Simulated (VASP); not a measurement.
# ZnS: single point with LDA

ZnS:

```
Zn S
1.0
     0.00000    2.64847    2.63523
     2.64847    0.00000    2.63523
     2.64847    2.64847    0.00000
Zn S
1 1
Cartesian
  3.9727 3.9727 3.9528
  0.0000 0.0000 0.0000
```

This cell differs from its parent crystal: z stretched by -0.5 %, x and y held.

- Program: VASP 6.6.1
- Task: single point
- Functional: LDA
- Potentials or basis: VASP PAW LDA potentials, release 64 (Zn, S)
- Cutoff: 520 eV
- k mesh: 8 × 8 × 8
- Occupations: gaussian, width 0.01 eV
- Spin: no spin polarisation

```yaml
Pressure: 0.7 GPa
Band_gap_on_the_k_mesh: 2.17 eV, direct
```

Stress tensor (GPa, compression positive):
```
0.59 0.00 0.00
0.00 0.59 0.00
0.00 0.00 0.82
```

Levels at points of the mesh, in eV from the valence-band top:
```
           k point  band 6  band 7  band 8  band 9  band 10  band 11  band 12  band 13
(0.00, 0.00, 0.00)   -6.23   -0.02   -0.02    0.00     2.17     6.19     6.19     6.19
(0.50, 0.00, 0.00)   -6.01   -5.82   -1.00   -0.97     3.23     6.72     6.76     8.85
(0.50, 0.50, 0.00)   -5.98   -4.92   -2.52   -2.52     3.01     3.84    11.23    12.21
(0.50, 0.00, 0.50)   -5.99   -4.95   -2.50   -2.49     3.04     3.89    11.17    12.20
```

Wall time 16 s on 1 thread of AMD EPYC 9R45 96-Core Processor (Zen 5) (shared host), peak memory 0.13 GiB.

Caveat: the cell differs from its parent crystal (z stretched by -0.5 %, x and y held).
